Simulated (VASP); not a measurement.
# NiO (Fm-3m) in VASP: a series of runs

Runs on NiO. Level: LDA+U. Tasks: single point.

Program: VASP 6.6.1. These are calculated values, not measurements. Logs are shortened: lines on timing, memory, paths and dates and some standing lists are left out, and cuts for length are marked.

## (1) The cell of the first run

The structure is cubic, space group Fm-3m (No. 225). Conventional cell: a = 4.183 Å, b = 4.183 Å, c = 4.183 Å, α = 90.00°, β = 90.00°, γ = 90.00°. Within 2.8 Å of Ni (site symmetry m-3m) lie 6 O at 2.09 Å. Within 2.8 Å of O (site symmetry m-3m) lie 6 Ni at 2.09 Å.

## (2) Single point, LDA+U, collinear spin, ferromagnetic start

INCAR

```
ALGO     = Normal         # electronic algorithm
EDIFF    = 1E-6           # SCF threshold, eV
ENCUT    = 520            # plane-wave cutoff, eV
ISIF     = 2              # what is computed and relaxed
ISMEAR   = 0              # smearing method
ISPIN    = 2              # spin polarisation
LASPH    = T              # aspherical terms in the spheres
LCHARG   = T              # write CHGCAR
LDAU     = T              # DFT+U
LDAUJ    = 0 0          
LDAUL    = 2 -1           # shell
LDAUPRINT= 1            
LDAUTYPE = 2            
LDAUU    = 4.2 0          # U, eV
LELF     = T              # ELF
LMAXMIX  = 4              # l up to which the mixer works
LORBIT   = 11             # projections on sites
LREAL    = F              # projectors in reciprocal space
LVHAR    = T            
LWAVE    = F              # write WAVECAR
MAGMOM   = 0.5 0          # initial moments
NBANDS   = 19             # bands
NELM     = 150            # most SCF steps
PREC     = Accurate       # precision mode
SIGMA    = 0.05           # smearing width, eV
```

KPOINTS

```
k-points
0
Gamma
  6 6 6
```

POSCAR

```
NiO
1.0
    0.0000000000      2.0913095126      2.0913095126
    2.0913095126      0.0000000000      2.0913095126
    2.0913095126      2.0913095126      0.0000000000
Ni O
1 1
Direct
    0.0000000000      0.0000000000      0.0000000000
    0.5000000000      0.5000000000      0.5000000000
```

Potentials or basis: VASP PAW LDA potentials, release 64 (Ni, O).

The run is started by

```sh
$ cat potpaw_LDA.64/Ni/POTCAR potpaw_LDA.64/O/POTCAR > POTCAR
$ mpirun -np 1 vasp_std > vasp.out
```

OUTCAR:

```text
EDIFF = 1E-6
   ENCUT = 520
   ISIF = 2
   ISMEAR = 0
   ISPIN = 2
   LASPH = T
   LORBIT = 11
   LREAL = F
   NELM = 150
   PREC = Accurate

 ion  position               nearest neighbor table
   1  0.000  0.000  0.000-   2 2.09   2 2.09   2 2.09   2 2.09   2 2.09   2 2.09
   2  0.500  0.500  0.500-   1 2.09   1 2.09   1 2.09   1 2.09   1 2.09   1 2.09

  LATTYP: Found a face centered cubic cell.
 ALAT       =     4.1826190252

  Lattice vectors:

 A1 = (   0.0000000000,   2.0913095126,   2.0913095126)
 A2 = (   2.0913095126,   0.0000000000,   2.0913095126)
 A3 = (   2.0913095126,   2.0913095126,   0.0000000000)

Analysis of symmetry for initial positions (statically):
=====================================================================
 Subroutine PRICEL returns:
 Original cell was already a primitive cell.

 Routine SETGRP: Setting up the symmetry group for a
 face centered cubic supercell.

 Subroutine GETGRP returns: Found 48 space group operations
 (whereof 48 operations were pure point group operations)
 out of a pool of 48 trial point group operations.

The static configuration has the point symmetry O_h .

Analysis of symmetry for dynamics (positions and initial velocities):
=====================================================================
 Subroutine PRICEL returns:
 Original cell was already a primitive cell.

 Routine SETGRP: Setting up the symmetry group for a
 face centered cubic supercell.

 Subroutine GETGRP returns: Found 48 space group operations
 (whereof 48 operations were pure point group operations)
 out of a pool of 48 trial point group operations.

The dynamic configuration has the point symmetry O_h .

Analysis of structural, dynamic, and magnetic symmetry:
=====================================================================
 Subroutine PRICEL returns:
 Original cell was already a primitive cell.

 Routine SETGRP: Setting up the symmetry group for a
 face centered cubic supercell.

 Subroutine GETGRP returns: Found 48 space group operations
 (whereof 48 operations were pure point group operations)
 out of a pool of 48 trial point group operations.

The overall configuration has the point symmetry O_h .

 Subroutine INISYM returns: Found 48 space group operations
 (whereof 48 operations are pure point group operations),
 and found     1 'primitive' translations

----------------------------------------------------------------------------------------

                                     Primitive cell

  volume of cell :      18.2930

  direct lattice vectors                    reciprocal lattice vectors
     0.000000000  2.091309513  2.091309513    -0.239084649  0.239084649  0.239084649
     2.091309513  0.000000000  2.091309513     0.239084649 -0.239084649  0.239084649
     2.091309513  2.091309513  0.000000000     0.239084649  0.239084649 -0.239084649

  length of vectors
     2.957558276  2.957558276  2.957558276     0.414106759  0.414106759  0.414106759

  position of ions in fractional coordinates (direct lattice)
     0.000000000  0.000000000  0.000000000
     0.500000000  0.500000000  0.500000000

  ion indices of the primitive-cell ions
   primitive index   ion index
                 1           1
                 2           2

----------------------------------------------------------------------------------------

 KPOINTS: k-points

Automatic generation of k-mesh.
 Grid dimensions read from file:
 generate k-points for:    6    6    6

 Generating k-lattice:

  Cartesian coordinates                     Fractional coordinates (reciprocal lattice)
    -0.039847441  0.039847441  0.039847441     0.166666667  0.000000000  0.000000000
     0.039847441 -0.039847441  0.039847441     0.000000000  0.166666667  0.000000000
     0.039847441  0.039847441 -0.039847441     0.000000000  0.000000000  0.166666667

  Length of vectors
     0.069017793  0.069017793  0.069017793

  Shift w.r.t. Gamma in fractional coordinates (k-lattice)
     0.000000000  0.000000000  0.000000000

 Subroutine IBZKPT returns following result:
 ===========================================

 Found     16 irreducible k-points:

 Following reciprocal coordinates:
            Coordinates               Weight
[... 24 lines left out ...]
 SYSTEM =  unknown system
   PREC   = accura    normal or accurate (medium, high low for compatibility)
   ISTART =      0    job   : 0-new  1-cont  2-samecut
   ICHARG =      2    charge: 1-file 2-atom 10-const
   ISPIN  =      2    spin polarized calculation?
   LNONCOLLINEAR =      F non collinear calculations
   LSORBIT =      F    spin-orbit coupling
   LASPH  =      T    aspherical Exc in radial PAW
   ENCUT  =  520.0 eV  38.22 Ry    6.18 a.u.   5.50  5.50  5.50*2*pi/ulx,y,z
   NELM   =    150;   NELMIN=  2; NELMDL= -5     # of ELM steps
   EDIFF  = 0.1E-05   stopping-criterion for ELM
   LREAL  =      F    real-space projection
   EDIFFG = 0.1E-04   stopping-criterion for IOM
   NSW    =      0    number of steps for IOM
   IBRION =     -1    ionic relax: 0-MD 1-quasi-New 2-CG
   NFREE  =      0    steps in history (QN), initial steepest desc. (CG)
   ISIF   =      2    stress and relaxation
   ISYM   =      2    0-nonsym 1-usesym 2-fastsym
   POTIM  = 0.5000    time-step for ionic-motion
   TEBEG  =    0.0;   TEEND  =   0.0 temperature during run
   PSTRESS=    0.0 pullay stress
   NELECT =      16.0000    total number of electrons
   NUPDOWN=      -1.0000    fix difference up-down
   EMIN   =  10.00;   EMAX   =-10.00  energy-range for DOS
   EFERMI =   0.00;   METHOD = LEGACY
   ISMEAR =     0;   SIGMA  =   0.05  broadening in eV -4-tet -1-fermi 0-gaus
   EFERMI_NEDOS =   21; number of points for ismear=-14 and -15
   IALGO  =     38    algorithm
   IMIX   =      4    mixing-type and parameters
     AMIX     =   0.40;   BMIX     =  1.00
     AMIX_MAG =   1.60;   BMIX_MAG =  1.00
  volume/ion in A,a.u.               =       9.15        61.72
  Fermi-wavevector in a.u.,A,eV,Ry     =   1.565621  2.958594 33.350161  2.451168
  Thomas-Fermi vector in A             =   2.668070
   LORBIT       =     11    0 simple, 1 ext, 2 COOP (PROOUT), +10 PAW based schemes
 LDA+U is selected, type is set to LDAUTYPE =  2
   angular momentum for each species LDAUL =     2   -1
   U (eV)           for each species LDAUU =   4.2  0.0
   J (eV)           for each species LDAUJ =   0.0  0.0
   GGA     = CA    functional components
   LHFCALC =     F    Hartree Fock is set to
   AEXX    =    0.0000 exact exchange contribution
   IVDW    =     0    specifies the selected vdW correction
   LEPSILON=     F    determine dielectric tensor
   LRPA    =     F    only Hartree local field effects (RPA)
 spin polarized calculation
 Gauss-broadening in eV      SIGMA  =   0.05
  energy-cutoff  :      520.00
  volume of cell :       18.29
 maximum number of plane-waves:       531
 NGX is ok and might be reduce to    24
   NGX = 11   NGY = 11   NGZ = 11

atom =   1  type =  1  l = 2

 onsite density matrix

spin component  1

  0.9765  0.0000  0.0000  0.0000 -0.0000
  0.0000  0.9765  0.0000  0.0000  0.0000
  0.0000  0.0000  1.0267 -0.0000  0.0000
  0.0000  0.0000 -0.0000  0.9765 -0.0000
 -0.0000  0.0000  0.0000 -0.0000  1.0267

spin component  2

  0.9733  0.0000  0.0000  0.0000 -0.0000
  0.0000  0.9733 -0.0000  0.0000 -0.0000
  0.0000 -0.0000  0.1888  0.0000 -0.0000
  0.0000  0.0000  0.0000  0.9733 -0.0000
 -0.0000 -0.0000 -0.0000 -0.0000  0.1888

 occupancies and eigenvectors

  o =  0.1888  v =  0.0000  0.0000  0.0000  0.0000  0.0000  0.0000  0.0000 -0.0026 -0.0000  1.0000      0.0000  0.0000  0.0000  0.0000  0.0000  0.0000  0.0000  0.0000  0.0000  0.0000
  o =  0.1888  v =  0.0000  0.0000  0.0000  0.0000  0.0000  0.0000  0.0000  1.0000 -0.0000  0.0026      0.0000  0.0000  0.0000  0.0000  0.0000  0.0000  0.0000  0.0000  0.0000  0.0000
  o =  0.9733  v =  0.0000  0.0000  0.0000  0.0000  0.0000  0.0000  0.9771 -0.0000 -0.2127 -0.0000      0.0000  0.0000  0.0000  0.0000  0.0000  0.0000  0.0000  0.0000  0.0000  0.0000
  o =  0.9733  v =  0.0000  0.0000  0.0000  0.0000  0.0000  0.0000 -0.2127  0.0000 -0.9771 -0.0000      0.0000  0.0000  0.0000  0.0000  0.0000  0.0000  0.0000  0.0000  0.0000  0.0000
  o =  0.9733  v =  0.0000  0.0000  0.0000  0.0000  0.0000  1.0000  0.0000  0.0000  0.0000  0.0000      0.0000  0.0000  0.0000  0.0000  0.0000  0.0000  0.0000  0.0000  0.0000  0.0000
  o =  0.9765  v =  0.0000  0.7691 -0.0000 -0.6392 -0.0000  0.0000  0.0000  0.0000  0.0000  0.0000      0.0000  0.0000  0.0000  0.0000  0.0000  0.0000  0.0000  0.0000  0.0000  0.0000
  o =  0.9765  v =  0.0000  0.6392 -0.0000  0.7691 -0.0000  0.0000  0.0000  0.0000  0.0000  0.0000      0.0000  0.0000  0.0000  0.0000  0.0000  0.0000  0.0000  0.0000  0.0000  0.0000
  o =  0.9765  v =  1.0000  0.0000  0.0000  0.0000  0.0000  0.0000  0.0000  0.0000  0.0000  0.0000      0.0000  0.0000  0.0000  0.0000  0.0000  0.0000  0.0000  0.0000  0.0000  0.0000
  o =  1.0267  v =  0.0000  0.0000  1.0000  0.0000 -0.0067  0.0000  0.0000  0.0000  0.0000  0.0000      0.0000  0.0000  0.0000  0.0000  0.0000  0.0000  0.0000  0.0000  0.0000  0.0000
  o =  1.0267  v =  0.0000  0.0000  0.0067 -0.0000  1.0000  0.0000  0.0000  0.0000  0.0000  0.0000      0.0000  0.0000  0.0000  0.0000  0.0000  0.0000  0.0000  0.0000  0.0000  0.0000

 number of electron      16.0000005 magnetization       2.0000086

 Free energy of the ion-electron system (eV)
  ---------------------------------------------------
  ext. energy  EPLUGINS =         0.00000000
  ---------------------------------------------------
  free energy    TOTEN  =       -11.94648748 eV

  energy without entropy =      -11.94648748  energy(sigma->0) =      -11.94648748

 E-fermi :   7.1900     XC(G=0): -13.1295

 val. band max:        6.8126671781   @ k =   0.5000   0.0000   0.0000
 cond. band min:       7.5932520202   @ k =   0.0000   0.0000   0.0000
 fundamental gap:      0.7805848421
 Fermi energy:         7.1900248701

 spin component 1

 k-point     1 :       0.0000    0.0000    0.0000
  band No.  band energies     occupation
      1     -12.3405      1.00000
      2       1.8811      1.00000
      3       1.8811      1.00000
      4       2.5921      1.00000
      5       2.5921      1.00000
      6       2.5921      1.00000
[... 328 lines left out ...]
      5       2.7322      1.00000
      6       3.4957      1.00000
[... 11 lines left out ...]
     18      39.9380      0.00000
     19      42.4846      0.00000
 Fermi energy:         7.1900248701

 spin component 2

 k-point     1 :       0.0000    0.0000    0.0000
  band No.  band energies     occupation
      1     -11.9198      1.00000
      2       3.7015      1.00000
      3       3.7015      1.00000
      4       3.7015      1.00000
      5       5.2764      1.00000
      6       5.2764      1.00000
[... 329 lines left out ...]
      6       4.7079      1.00000
[... 11 lines left out ...]
     18      40.3050      0.00000
     19      42.8629      0.00000

------------------------ aborting loop because EDIFF is reached ----------------------------------------

  FORCE on cell =-STRESS in cart. coord.  units (eV):
  Direction    XX          YY          ZZ          XY          YZ          ZX
  --------------------------------------------------------------------------------------
  -------------------------------------------------------------------------------------
  Total       -1.6923974     -1.6923974     -1.6923974      0.0000000      0.0000000     -0.0000000
  in kB     -148.2272348   -148.2272348   -148.2272348      0.0000000      0.0000000     -0.0000000
  external PRESSURE =    -148.2272348 kB  Pullay stress =       0.0000000 kB

 VOLUME and BASIS-vectors are now :
 -----------------------------------------------------------------------------
  energy-cutoff  :      520.00
  volume of cell :       18.29
      direct lattice vectors                 reciprocal lattice vectors
     0.000000000  2.091309513  2.091309513    -0.239084649  0.239084649  0.239084649
     2.091309513  0.000000000  2.091309513     0.239084649 -0.239084649  0.239084649
     2.091309513  2.091309513  0.000000000     0.239084649  0.239084649 -0.239084649

 POSITION                                       TOTAL-FORCE (eV/Angst)
 -----------------------------------------------------------------------------------
      0.00000      0.00000      0.00000         0.000000      0.000000      0.000000
      2.09131      2.09131      2.09131        -0.000000     -0.000000     -0.000000
 -----------------------------------------------------------------------------------
    total drift:                                0.000000     -0.000000     -0.000000

  FREE ENERGIE OF THE ION-ELECTRON SYSTEM (eV)
  ---------------------------------------------------
  free  energy   TOTEN  =       -11.9464874810 eV

  energy  without entropy=      -11.9464874810  energy(sigma->0) =      -11.94648748

 total charge

# of ion       s       p       d       tot
------------------------------------------
    1        0.344   0.422   8.253   9.019
    2        1.536   3.434   0.000   4.970
--------------------------------------------------
tot          1.880   3.856   8.253  13.990

 magnetization (x)

# of ion       s       p       d       tot
------------------------------------------
    1        0.010   0.015   1.684   1.709
    2        0.024   0.235   0.000   0.259
--------------------------------------------------
tot          0.034   0.250   1.684   1.968
```

Wall time 11 s (1 thread of AMD EPYC 9R45 (Zen 5), shared host); peak memory 0.11 GiB.

Results:

* Free energy: -11.9465 eV
* Pressure: -14.8 GPa
* Band gap on the k mesh: 0.78 eV, indirect (least direct gap 1.68 eV)
* Net moment: 2.00 μB per cell
* Site moments: Ni +1.71; O +0.26 μB
* Valence electrons inside the program's atomic spheres: Ni 9.02; O 4.97

Levels at points of the mesh, in eV from the valence-band top:
Spin up:
```
           k point  band 5  band 6  band 7  band 8  band 9  band 10  band 11  band 12  band 13  band 14
(0.00, 0.00, 0.00)   -4.22   -4.22   -2.03   -2.03   -2.03     2.28    18.08    18.08    18.08    18.38
(0.50, 0.00, 0.00)   -3.62   -3.62   -2.63    0.00    0.00     6.20    10.53    14.40    14.40    20.82
(0.50, 0.50, 0.00)   -3.91   -3.38   -3.38   -3.32   -3.32     6.55    11.23    11.61    17.05    17.05
```
Spin down:
| k point | band 3 | band 4 | band 5 | band 6 | band 7 | band 8 | band 9 | band 10 | band 11 | band 12 |
| --- | --- | --- | --- | --- | --- | --- | --- | --- | --- | --- |
| (0.00, 0.00, 0.00) | -3.11 | -3.11 | -1.54 | -1.54 | -1.54 | 0.78 | 0.78 | 2.66 | 18.41 | 18.44 |
| (0.50, 0.00, 0.00) | -4.00 | -4.00 | -1.91 | -1.91 | -1.55 | 3.44 | 3.44 | 6.43 | 11.05 | 14.76 |
| (0.50, 0.50, 0.00) | -3.96 | -2.93 | -2.93 | -2.11 | -2.11 | 1.21 | 1.75 | 7.07 | 11.61 | 12.02 |

Eigenvalues of the final occupation matrices:
```tsv
site	spin	trace	eigenvalues
site 1 d	1	4.98	0.98 0.98 0.98 1.03 1.03
site 1 d	2	3.30	0.19 0.19 0.97 0.97 0.97
```

Caveat: the k points lie up to 0.43 Å⁻¹ apart; a cell with one magnetic atom can't hold antiferromagnetic order, which such compounds often take. The state reached can hang on the start; a lower one may exist.

(Part 1 of 2 ends here.)
